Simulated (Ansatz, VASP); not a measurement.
Two plane-wave programs on TePb

INCAR

```
SYSTEM = TePb
PREC = Accurate ; ENCUT = 500
EDIFF = 1E-6 ; ISMEAR = 0
SIGMA = 0.1 ; LREAL = .FALSE.
LASPH = .TRUE. ; NELM = 120
ALGO = Normal ; ISIF = 2
LWAVE = .FALSE. ; LCHARG = .TRUE.
GGA = CA ; LELF = .TRUE.
LVHAR = .TRUE. ; NBANDS = 17
GGA_COMPAT = .FALSE.
```

Contents of KPOINTS:

```
Automatic mesh
0
G
  6 6 6
  0 0 0
```

File POSCAR:

```
TePb
1.0
    0.0000000000      3.2200000000      3.2200000000
    3.2200000000      0.0000000000      3.2200000000
    3.2200000000      3.2200000000      0.0000000000
Pb Te
1 1
Direct
    0.0000000000      0.0000000000      0.0000000000
    0.5000000000      0.5000000000      0.5000000000
```

Input for Ansatz:

```yaml
crystal:
  lattice:
    - [0.0, 3.22, 3.22]
    - [3.22, 0.0, 3.22]
    - [3.22, 3.22, 0.0]
  atoms:
    - { symbol: Pb, position: [0.0, 0.0, 0.0] }
    - { symbol: Te, position: [0.5, 0.5, 0.5] }
basis:
  ecutwfc: 420
kpoints:
  mp_grid: { grid: [6, 6, 6] }
hamiltonian:
  xc: lda
  pseudopotentials: { kind: paw, azcp: { folder: soft_1 } }
scf:
  occupations: { method: gaussian, width: 0.1 }
output:
  forces: true
  stress: true
  eigenvalues: true
```

Alike in both runs: task single point; functional LDA; k mesh 6 × 6 × 6; occupations gaussian, width 0.1 eV; no spin polarisation.

|  | VASP | Ansatz |
| --- | --- | --- |
| version | VASP 6.6.1 | Ansatz 0.2.0 |
| potentials or method | VASP PAW LDA potentials, release 64 (Pb_d, Te), cutoff 500 eV | scalar-relativistic, plane waves, PAW |
| valence electrons in the cell | 20 | 30 |

|  | VASP | Ansatz | Ansatz less VASP |
| --- | --- | --- | --- |
| gap on the k mesh at the Fermi level (eV) | 0.61 | 0.64 | +0.021 |
| least direct gap on the mesh (eV) | 0.61 | 0.64 | +0.021 |
| pressure (GPa) | -1.2 | -1.3 | -0.06 |

Ansatz warns that its potentials were made for another functional, while VASP's fit it. LDA's correlation is that of Perdew and Zunger in VASP and of Perdew and Wang (1992) in Ansatz. VASP's potentials hold 20 valence electrons a cell and Ansatz's 30, so a difference there can come from the potentials and not from the codes.

Neither program's run includes spin-orbit coupling.
